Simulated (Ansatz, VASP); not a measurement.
## YbH3: VASP beside Ansatz

```
Yb H
1.0
     0.00000    2.54130    2.54130
     2.54130    0.00000    2.54130
     2.54130    2.54130    0.00000
Yb H
1 3
Direct
  0.00000 0.00000 0.00000
  0.50000 0.50000 0.50000
  0.25000 0.25000 0.25000
  0.75000 0.75000 0.75000
```

Alike in both runs: task single point; functional PBEsol; k mesh 10 × 10 × 10; occupations gaussian, width 0.05 eV; no spin polarisation.

```csv
,VASP,Ansatz
version,VASP 6.6.1,Ansatz 0.2.0
potentials or method,"VASP PAW PBE potentials, release 64 (Yb, H), cutoff 520 eV","scalar-relativistic, plane waves, PAW"
valence electrons in the cell,27,27
```

```tsv
	VASP	Ansatz	Ansatz less VASP
gap on the k mesh at the Fermi level (eV)	none	none	-
pressure (GPa)	-4.3	-4.1	+0.18
```

VASP's potentials were made for PBE, not for PBEsol. A gap of «none» marks a metal or a gap that the smearing closes.

Spin-orbit coupling is off throughout.
